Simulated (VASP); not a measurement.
GaSb3:

```
Ga Sb
1.0
     4.75520    0.00000    0.00000
    -2.37760    4.11812    0.00000
     0.00000    0.00000    5.49044
Ga Sb
1 3
Direct
  0.66667 0.33333 0.00000
  0.33333 0.66667 0.00000
  0.00000 0.00000 0.50000
  0.66667 0.33333 0.50000
```

The cell was built from a structure type or drawn by symmetry, and may not be a known phase.

| Item | Value |
| --- | --- |
| Program | VASP 6.6.1 |
| Task | relaxation of cell and atoms |
| Functional | PBE |
| Potentials or basis | VASP PAW PBE potentials, release 64 (Ga_d, Sb) |
| Cutoff | 600 eV |
| k mesh | 6 × 6 × 4 |
| Occupations | gaussian, width 0.1 eV |
| Spin | no spin polarisation |

At the start: pressure 8.0 GPa; volume 26.88 Å³/atom.

Problem. How do energy, volume and symmetry change on relaxing?

Solution. Over 5 steps the energy falls by 95.6 meV/atom and the volume is 30.64 Å³/atom (+14.0 %); space group P-6m2 (No. 187, to 0.1 Å) before and after.

Step by step:
```csv
step,energy change (eV),largest force (eV/Å),pressure (GPa),volume (Å³)
1,0.0000,0.0000,8.00,107.52
2,-0.3142,0.0000,-2.28,129.63
3,-0.3821,0.0000,0.12,122.06
4,-0.3821,0.0000,0.01,122.36
5,-0.3824,0.0000,-0.04,122.58
```

Final structure:
```xyz
4
Lattice="5.0291 0.0000 0.0000 -2.5145 4.3553 0.0000 0.0000 0.0000 5.5963" Properties=species:S:1:pos:R:3 pbc="T T T"
Ga    2.5145    1.4518    0.0000
Sb    0.0000    2.9036    0.0000
Sb    0.0000    0.0000    2.7981
Sb    2.5145    1.4518    2.7981
```
